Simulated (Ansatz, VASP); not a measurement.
One calculation of NiMoIrPdW, two programs

File INCAR:

```
PREC = Accurate
ENCUT = 520
EDIFF = 1E-6
ISMEAR = -1
SIGMA = 0.05
LREAL = False
LASPH = True
NELM = 150
ALGO = Normal
ISIF = 2
LWAVE = False
LCHARG = False
ISPIN = 2
MAGMOM = 1 1 0 0.6 0
LORBIT = 11
LMAXMIX = 4
GGA = B5
ALDAX = 1.0
AGGAX = 1.0
AGGAC = 1.0
ALDAC = 0.0
NBANDS = 40
LUSENCCL = False
```

KPOINTS

```
regular mesh
0
Gamma
  6 6 4
```

The input POSCAR:

```
NiMoIrPdW
1.0
    4.1170500000      0.0000000000      0.0000000000
   -2.0585300000      3.5654700000      0.0000000000
    0.0000000000      0.0000000000      5.4458000000
Ni Mo Pd Ir W
1 1 1 1 1
Direct
    0.0000000000      0.0000000000      0.9577500000
    0.6666700000      0.3333300000      0.9616100000
    0.6666700000      0.3333300000      0.4629500000
    0.3333300000      0.6666700000      0.7257200000
    0.3333300000      0.6666700000      0.2364200000
```

Contents of input.yaml:

```yaml
crystal:
  lattice:
    - [4.11705, 0.0, 0.0]
    - [-2.05853, 3.56547, 0.0]
    - [0.0, 0.0, 5.4458]
  atoms:
    - { symbol: Ni, position: [0.0, 0.0, 0.95775], spin: 1.0 }
    - { symbol: Mo, position: [0.66667, 0.33333, 0.96161], spin: 1.0 }
    - { symbol: Pd, position: [0.66667, 0.33333, 0.46295] }
    - { symbol: Ir, position: [0.33333, 0.66667, 0.72572], spin: 0.6 }
    - { symbol: W, position: [0.33333, 0.66667, 0.23642] }
kpoints:
  mp_grid: { grid: [6, 6, 4] }
  band_path:
    path:
      - [0.0, 0.0, 0.0]
      - [0.5, 0.0, 0.0]
      - [0.3333333333, 0.3333333333, 0.0]
      - [0.0, 0.0, 0.0]
      - [0.0, 0.0, 0.5]
      - [0.5, 0.0, 0.5]
      - [0.3333333333, 0.3333333333, 0.5]
      - [0.0, 0.0, 0.5]
    npoints: 12
scf:
  occupations: { method: fermi_dirac, width: 0.05 }
hamiltonian:
  xc: blyp
  pseudopotentials: { kind: all_electron, lapw: { basis_error: 0.002 } }
magnetization:
  spin_polarized: true
output:
  forces: true
  stress: true
  eigenvalues: true
```

Alike in both runs: functional BLYP; k mesh 6 × 6 × 4; occupations fermi-dirac, width 0.05 eV; collinear spin.

|  | VASP | Ansatz |
| --- | --- | --- |
| version | VASP 6.6.1 | Ansatz 0.2.0 |
| potentials or method | VASP PAW PBE potentials, release 64 (Ni, Mo_sv, Pd, Ir, W_sv), cutoff 520 eV | all-electron LAPW, scalar-relativistic |
| task | single point | band structure |

```csv
,VASP,Ansatz,Ansatz less VASP
gap on the k mesh at the Fermi level (eV),none,none,-
pressure (GPa),10.7,9.7,-0.95
"traceless stress, the component that is largest in VASP (GPa)",0.74,0.59,-0.151
rms of the force components (eV/Å),0.100,0.099,-0.0017
net moment per atom (μB),0.00,0.00,0.000
```

VASP's potentials were made for PBE, not for BLYP. Atom by atom the forces differ by 0.007 eV/Å (rms over components). A gap of «none» marks a metal or a gap that the smearing closes. Ansatz ran all-electron here, and VASP with PAW potentials.

Spin-orbit coupling is off throughout. Noted on Ansatz's run: the k mesh is thin for a metal, which can move the energy by tens of meV per atom.
